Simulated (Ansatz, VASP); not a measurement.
## CoO: VASP beside Ansatz

INCAR

```
SYSTEM = CoO
PREC = Accurate ; ENCUT = 520
EDIFF = 1E-6 ; ISMEAR = 1
SIGMA = 0.15 ; LREAL = .False.
LASPH = .True. ; NELM = 150
ALGO = Normal ; ISIF = 2
LWAVE = .False. ; LCHARG = .False.
ISPIN = 2 ; MAGMOM = 3.2 0
LORBIT = 11 ; LMAXMIX = 4
GGA = PE ; NBANDS = 18
```

KPOINTS

```
regular mesh
0
Gamma
  14 14 14
  0 0 0
```

POSCAR

```
CoO
1.0
    0.0000000000      2.0888700000      2.1315000000
    2.0888700000      0.0000000000      2.1315000000
    2.0888700000      2.0888700000      0.0000000000
Co O
1 1
Direct
    0.0000000000      0.0000000000      0.0000000000
    0.5000000000      0.5000000000      0.5000000000
```

Input for Ansatz:

```yaml
crystal:
  lattice:
    - [0.0, 2.08887, 2.1315]
    - [2.08887, 0.0, 2.1315]
    - [2.08887, 2.08887, 0.0]
  atoms:
    - { symbol: Co, position: [0.0, 0.0, 0.0], spin: 3.2 }
    - { symbol: O, position: [0.5, 0.5, 0.5] }
basis:
  ecutwfc: 520.0
kpoints:
  mp_grid:
    grid: [14, 14, 14]
hamiltonian:
  xc: pbe
  pseudopotentials:
    kind: paw
magnetization:
  spin_polarized: true
scf:
  occupations:
    method: cold
    width: 0.15
output:
  stress: true
```

Alike in both runs: task single point; functional PBE; k mesh 14 × 14 × 14; collinear spin.

|  | VASP | Ansatz |
| --- | --- | --- |
| version | VASP 6.6.1 | Ansatz 0.2.0 |
| potentials or method | VASP PAW PBE potentials, release 64 (Co, O), cutoff 520 eV | plane waves, PAW |
| occupations | methfessel-paxton of order 1, width 0.15 eV | cold, width 0.15 eV |
| valence electrons in the cell | 15 | 23 |

Ansatz gave:

```
pressure (GPa)                                                : 5.1
traceless stress, the component that is largest in VASP (GPa) : -0.29
net moment per atom (μB)                                      : 1.41
size of the moment on the site where the two differ most (μB) : 2.41
```

**Question.** What did VASP give for the same quantities?

**Answer.** Pressure (GPa): 4.4; traceless stress, the component that is largest in VASP (GPa): -0.20; net moment per atom (μB): 1.39; size of the moment on the site where the two differ most (μB): 2.47.

Site moments also hang on the region over which each program counts them. VASP's potentials hold 15 valence electrons a cell and Ansatz's 23, so a difference there can come from the potentials and not from the codes. Ansatz's warnings: given moment on shells, stability check not made.
